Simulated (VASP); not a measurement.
A run of VASP 6.6.1:

File INCAR:

```
SYSTEM = Au
PREC = Accurate
ENCUT = 520
EDIFF = 1E-6
ISMEAR = 0
SIGMA = 0.15
LREAL = .False.
LASPH = .True.
NELM = 100
ALGO = Normal
ISIF = 2
LWAVE = .False.
LCHARG = .False.
GGA = PS
NBANDS = 12
```

Contents of KPOINTS:

```
Automatic mesh
0
Gamma
  20 20 20
  0 0 0
```

POSCAR

```
Au
1.0
   -1.5744055500      1.5744055500      1.6987007250
    1.5744055500     -1.5744055500      1.6987007250
    1.5744055500      1.5744055500     -1.6987007250
Au
1
Direct
    0.0000000000      0.0000000000      0.0000000000
```

Potentials or basis: VASP PAW PBE potentials, release 64 (Au).

Command:

```console
$ cat potpaw_PBE.64/Au/POTCAR > POTCAR
$ mpirun -np 1 vasp_std > vasp.out
```

Hardware: 1 thread of Intel(R) Xeon(R) 6975P-C (Granite Rapids), with other jobs on the host.

Task: Estimate the wall time of this run.

Result: Wall time 36 s on 1 thread of Intel(R) Xeon(R) 6975P-C (Granite Rapids), with other jobs on the host, peak memory 0.25 GiB. Counts: scf iterations 11, k points 641.
